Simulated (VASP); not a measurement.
# Al3N in VASP: single point with r2SCAN

Aim: the single point of Al3N with r2SCAN.

All numbers are computed with VASP 6.6.1; they aren't measurements. Logs are shortened: lines on timing, memory, paths and dates and some standing lists are left out, and cuts for length are marked.

## Step 1: The cell of the first run

The cell holds a slab with vacuum, 4 atoms: a = 2.823 Å, b = 2.823 Å, c = 19.601 Å, α = 90.00°, β = 90.00°, γ = 90.00°.

## Step 2: Single point, r2SCAN

Input file POSCAR:

```
Al3N
1.0
    2.8227735241      0.0000000000      0.0000000000
    0.0000000000      2.8227735241      0.0000000000
    0.0000000000      0.0000000000     19.6006973085
Al N
3 1
Direct
    0.5000000000      0.5000000000      0.2040743723
    0.0000000000      0.0000000000      0.3086652017
    0.5000000000      0.5000000000      0.4132861796
    0.5000000000      1.0000000000      0.4645996191
```

Input file INCAR.step1:

```
PREC = Accurate
ENCUT = 520
ISMEAR = 0
SIGMA = 0.1
LREAL = False
LASPH = True
NELM = 60
LDIPOL = True
IDIPOL = 3
DIPOL = 0.5 0.5 0.348
NBANDS = 15
GGA = PE
ALGO = Normal
EDIFF = 1E-4
LWAVE = True
LCHARG = False
```

Input file INCAR.step2:

```
PREC = Accurate
ENCUT = 520
EDIFF = 1E-6
ISMEAR = 0
SIGMA = 0.1
LREAL = False
LASPH = True
NELM = 60
ALGO = Normal
ISIF = 2
LWAVE = False
LCHARG = False
LDIPOL = True
IDIPOL = 3
DIPOL = 0.5 0.5 0.348
METAGGA = R2SCAN
LMIXTAU = True
NBANDS = 15
ISTART = 1
```

Input file KPOINTS:

```
regular mesh
0
Gamma
  9 9 1
```

Potentials or basis: VASP PAW PBE potentials, release 64 (Al, N).

Launch:

```sh
cat potpaw_PBE.64/Al/POTCAR potpaw_PBE.64/N/POTCAR > POTCAR
cp INCAR.step1 INCAR
mpirun -np 1 vasp_std > vasp.out
cp INCAR.step2 INCAR
mpirun -np 1 vasp_std > vasp.out
```

OUTCAR:

```text
PREC = Accurate
   ENCUT = 520
   EDIFF = 1E-6
   ISMEAR = 0
   LREAL = False
   LASPH = True
   NELM = 60
   ISIF = 2
   METAGGA = R2SCAN
   ISTART = 1

 ion  position               nearest neighbor table
   1  0.500  0.500  0.204-   2 2.86   2 2.86   2 2.86   2 2.86
   2  0.000  0.000  0.309-   1 2.86   1 2.86   1 2.86   1 2.86   3 2.86   3 2.86   3 2.86   3 2.86

   3  0.500  0.500  0.413-   4 1.73   4 1.73   2 2.86   2 2.86   2 2.86   2 2.86
   4  0.500  0.000  0.465-   3 1.73   3 1.73

  LATTYP: Found a simple tetragonal cell.
 ALAT       =     2.8227735241
 C/A-ratio  =     6.9437725489

  Lattice vectors:

 A1 = (   2.8227735241,   0.0000000000,   0.0000000000)
 A2 = (   0.0000000000,   2.8227735241,   0.0000000000)
 A3 = (   0.0000000000,   0.0000000000,  19.6006973085)

Analysis of symmetry for initial positions (statically):
=====================================================================
 Subroutine PRICEL returns:
 Original cell was already a primitive cell.

 Routine SETGRP: Setting up the symmetry group for a
 simple tetragonal supercell.

 Subroutine GETGRP returns: Found  4 space group operations
 (whereof  4 operations were pure point group operations)
 out of a pool of 16 trial point group operations.

The static configuration has the point symmetry C_2v.

Analysis of symmetry for dynamics (positions and initial velocities):
=====================================================================
 Subroutine PRICEL returns:
 Original cell was already a primitive cell.

 Routine SETGRP: Setting up the symmetry group for a
 simple tetragonal supercell.

 Subroutine GETGRP returns: Found  4 space group operations
 (whereof  4 operations were pure point group operations)
 out of a pool of 16 trial point group operations.

The dynamic configuration has the point symmetry C_2v.

 Subroutine INISYM returns: Found  4 space group operations
 (whereof  4 operations are pure point group operations),
 and found     1 'primitive' translations

----------------------------------------------------------------------------------------

                                     Primitive cell

  volume of cell :     156.1793

  direct lattice vectors                    reciprocal lattice vectors
     2.822773524  0.000000000  0.000000000     0.354261506  0.000000000  0.000000000
     0.000000000  2.822773524  0.000000000     0.000000000  0.354261506  0.000000000
     0.000000000  0.000000000 19.600697308     0.000000000  0.000000000  0.051018593

  length of vectors
     2.822773524  2.822773524 19.600697308     0.354261506  0.354261506  0.051018593

  position of ions in fractional coordinates (direct lattice)
     0.500000000  0.500000000  0.204074372
     0.000000000  0.000000000  0.308665202
     0.500000000  0.500000000  0.413286180
     0.500000000  0.000000000  0.464599619

  ion indices of the primitive-cell ions
   primitive index   ion index
                 1           1
                 2           2
                 3           3
                 4           4

----------------------------------------------------------------------------------------

 KPOINTS: regular mesh

Automatic generation of k-mesh.
 Grid dimensions read from file:
 generate k-points for:    9    9    1

 Generating k-lattice:

  Cartesian coordinates                     Fractional coordinates (reciprocal lattice)
     0.039362390  0.000000000  0.000000000     0.111111111  0.000000000  0.000000000
     0.000000000  0.039362390  0.000000000     0.000000000  0.111111111  0.000000000
     0.000000000  0.000000000  0.051018593     0.000000000  0.000000000  1.000000000

  Length of vectors
     0.039362390  0.039362390  0.051018593

  Shift w.r.t. Gamma in fractional coordinates (k-lattice)
     0.000000000  0.000000000  0.000000000

 Subroutine IBZKPT returns following result:
 ===========================================

 Found     25 irreducible k-points:

 Following reciprocal coordinates:
            Coordinates               Weight
  0.000000  0.000000  0.000000      1.000000
  0.111111  0.000000  0.000000      2.000000
  0.000000  0.111111  0.000000      2.000000
  0.222222  0.000000  0.000000      2.000000
  0.000000  0.222222  0.000000      2.000000
  0.333333  0.000000  0.000000      2.000000
[... 16 lines left out ...]
  0.444444  0.333333  0.000000      4.000000
 -0.333333  0.444444  0.000000      4.000000
   k-points           NKPTS =     25   k-points in BZ     NKDIM =     25   number of bands    NBANDS=     15
   number of dos      NEDOS =    301   number of ions     NIONS =      4
   total plane-waves  NPLWV =  86400
   dimension x,y,z NGX =    24 NGY =   24 NGZ =  150
   dimension x,y,z NGXF=    48 NGYF=   48 NGZF=  300
   ions per type =               3   1
   NGX,Y,Z   is equivalent  to a cutoff of  14.13, 14.13, 12.72 a.u.
   NGXF,Y,Z  is equivalent  to a cutoff of  28.27, 28.27, 25.44 a.u.
 SYSTEM =  unknown system
   PREC   = accura    normal or accurate (medium, high low for compatibility)
   ISTART =      1    job   : 0-new  1-cont  2-samecut
   ICHARG =      0    charge: 1-file 2-atom 10-const
   ISPIN  =      1    spin polarized calculation?
   LNONCOLLINEAR =      F non collinear calculations
   LSORBIT =      F    spin-orbit coupling
   LASPH  =      T    aspherical Exc in radial PAW
   ENCUT  =  520.0 eV  38.22 Ry    6.18 a.u.   5.25  5.25 36.44*2*pi/ulx,y,z
   NELM   =     60;   NELMIN=  2; NELMDL=  0     # of ELM steps
   EDIFF  = 0.1E-05   stopping-criterion for ELM
   LREAL  =      F    real-space projection
   EDIFFG = 0.1E-04   stopping-criterion for IOM
   NSW    =      0    number of steps for IOM
   IBRION =     -1    ionic relax: 0-MD 1-quasi-New 2-CG
   NFREE  =      0    steps in history (QN), initial steepest desc. (CG)
   ISIF   =      2    stress and relaxation
   ISYM   =      2    0-nonsym 1-usesym 2-fastsym
   POTIM  = 0.5000    time-step for ionic-motion
   TEBEG  =    0.0;   TEEND  =   0.0 temperature during run
   PSTRESS=    0.0 pullay stress
   NELECT =      14.0000    total number of electrons
   NUPDOWN=      -1.0000    fix difference up-down
   EMIN   =  10.00;   EMAX   =-10.00  energy-range for DOS
   EFERMI =   0.00;   METHOD = LEGACY
   ISMEAR =     0;   SIGMA  =   0.10  broadening in eV -4-tet -1-fermi 0-gaus
   EFERMI_NEDOS =   21; number of points for ismear=-14 and -15
   IALGO  =     38    algorithm
   IMIX   =      4    mixing-type and parameters
     AMIX     =   0.40;   BMIX     =  1.00
     AMIX_MAG =   1.60;   BMIX_MAG =  1.00
  volume/ion in A,a.u.               =      39.04       263.49
  Fermi-wavevector in a.u.,A,eV,Ry     =   0.732672  1.384549  7.303721  0.536808
  Thomas-Fermi vector in A             =   1.825193
   LORBIT       =      0    0 simple, 1 ext, 2 COOP (PROOUT), +10 PAW based schemes
   METAGGA = R2SCAN    functional components
   LHFCALC =     F    Hartree Fock is set to
   AEXX    =    0.0000 exact exchange contribution
   IVDW    =     0    specifies the selected vdW correction
   LEPSILON=     F    determine dielectric tensor
   LRPA    =     F    only Hartree local field effects (RPA)
 non-spin polarized calculation
 Gauss-broadening in eV      SIGMA  =   0.10
  energy-cutoff  :      520.00
  volume of cell :      156.18
 maximum number of plane-waves:      4249
 NGX is ok and might be reduce to    24
   NGX = 11   NGY = 11   NGZ = 73

 number of electron      14.0000001 magnetization

 dipolmoment           0.000000      0.000000      0.166564 electrons x Angstroem

 Free energy of the ion-electron system (eV)
  ---------------------------------------------------
  ext. energy  EPLUGINS =         0.00000000
  ---------------------------------------------------
  free energy    TOTEN  =       -26.94557904 eV

  energy without entropy =      -26.93022700  energy(sigma->0) =      -26.93790302

 E-fermi :  -1.6004     XC(G=0):  -4.6654

 val. band max:       -1.6183651759   @ k =  -0.1111   0.3333   0.0000
 cond. band min:      -1.5848886627   @ k =   0.2222   0.2222   0.0000
 fundamental gap:      0.0334765132
 Fermi energy:        -1.6003788823

 k-point     1 :       0.0000    0.0000    0.0000
  band No.  band energies     occupation
      1     -16.9353      2.00000
      2     -12.3547      2.00000
      3      -9.3311      2.00000
      4      -5.4964      2.00000
      5      -2.7493      2.00000
      6      -2.6557      2.00000
      7      -0.9607      0.00000
      8       0.6914      0.00000
      9       2.9100      0.00000
     10       4.2324      0.00000
     11       5.2811      0.00000
     12       5.7276      0.00000
     13       5.7391      0.00000
     14       5.9782      0.00000
     15       6.8519      0.00000

 k-point     2 :       0.1111    0.0000    0.0000
  band No.  band energies     occupation
      1     -16.8236      2.00000
      2     -12.1195      2.00000
      3      -9.1137      2.00000
      4      -5.3018      2.00000
      5      -2.6803      2.00000
      6      -2.6054      2.00000
      7      -1.7664      1.98114
      8       0.9920      0.00000
      9       2.3897      0.00000
     10       3.2902      0.00000
     11       4.4351      0.00000
     12       5.4869      0.00000
     13       5.9327      0.00000
     14       6.2273      0.00000
     15       7.0258      0.00000
[... 365 lines left out ...]
      3      -5.1556      2.00000
      4      -4.8598      2.00000
      5      -4.3607      2.00000
      6      -3.4399      2.00000
      7      -2.2100      2.00000
      8      -1.0661      0.00000
      9       0.0873      0.00000
     10       1.1548      0.00000
     11       1.9362      0.00000
     12       2.4259      0.00000
     13       2.7386      0.00000
     14       4.2435      0.00000
     15       5.7207      0.00000

 k-point    24 :      -0.3333    0.4444    0.0000
  band No.  band energies     occupation
      1     -15.0988      2.00000
      2      -6.7474      2.00000
      3      -5.8775      2.00000
      4      -4.5435      2.00000
      5      -4.0202      2.00000
      6      -3.1144      2.00000
      7      -2.3286      2.00000
      8      -0.8897      0.00000
      9      -0.0286      0.00000
     10       0.7264      0.00000
     11       1.8950      0.00000
     12       2.6504      0.00000
     13       3.1355      0.00000
     14       4.4060      0.00000
     15       4.9102      0.00000

 [... further k-points ...]

------------------------ aborting loop because EDIFF is reached ----------------------------------------

 vacuum level on the upper side and lower side of the slab       (xc-potential included)         1.823        -1.860

  FORCE on cell =-STRESS in cart. coord.  units (eV):
  Direction    XX          YY          ZZ          XY          YZ          ZX
  --------------------------------------------------------------------------------------
  -------------------------------------------------------------------------------------
  Total       -0.8024917      6.0044377      0.9051152      0.0000000      0.0000000      0.0000000
  in kB       -8.2324204     61.5969673      9.2851916      0.0000000      0.0000000      0.0000000
  external PRESSURE =      20.8832462 kB  Pullay stress =       0.0000000 kB

 VOLUME and BASIS-vectors are now :
 -----------------------------------------------------------------------------
  energy-cutoff  :      520.00
  volume of cell :      156.18
      direct lattice vectors                 reciprocal lattice vectors
     2.822773524  0.000000000  0.000000000     0.354261506  0.000000000  0.000000000
     0.000000000  2.822773524  0.000000000     0.000000000  0.354261506  0.000000000
     0.000000000  0.000000000 19.600697308     0.000000000  0.000000000  0.051018593

 POSITION                                       TOTAL-FORCE (eV/Angst)
 -----------------------------------------------------------------------------------
      1.41139      1.41139      4.00000         0.000000      0.000000     -0.136633
      0.00000      0.00000      6.05005         0.000000      0.000000     -0.152167
      1.41139      1.41139      8.10070         0.000000      0.000000      0.250257
      1.41139      0.00000      9.10648         0.000000      0.000000      0.038544
 -----------------------------------------------------------------------------------
    total drift:                                0.000000      0.000000     -0.000388

  FREE ENERGIE OF THE ION-ELECTRON SYSTEM (eV)
  ---------------------------------------------------
  free  energy   TOTEN  =       -26.9455790383 eV

  energy  without entropy=      -26.9302269998  energy(sigma->0) =      -26.93790302

 vacuum level on the upper side and lower side of the slab         6.650         2.860
```

It took 2.8 min on 1 thread of Intel Xeon 6975P-C (Granite Rapids), shared host; peak memory 0.31 GiB.

Results:

- Free energy: -26.9456 eV
- Largest force: 0.250 eV/Å
- Band gap on the k mesh: zero (bands 7 and 8 overlap by 1.43 eV)

Forces in eV/Å, atoms in the order of the input:
```
Al   0.000  0.000 -0.137
Al   0.000  0.000 -0.152
Al   0.000  0.000  0.250
N    0.000  0.000  0.039
```

Caveat: the PAW data sets were made with another functional, which shifts forces and pressure a little.
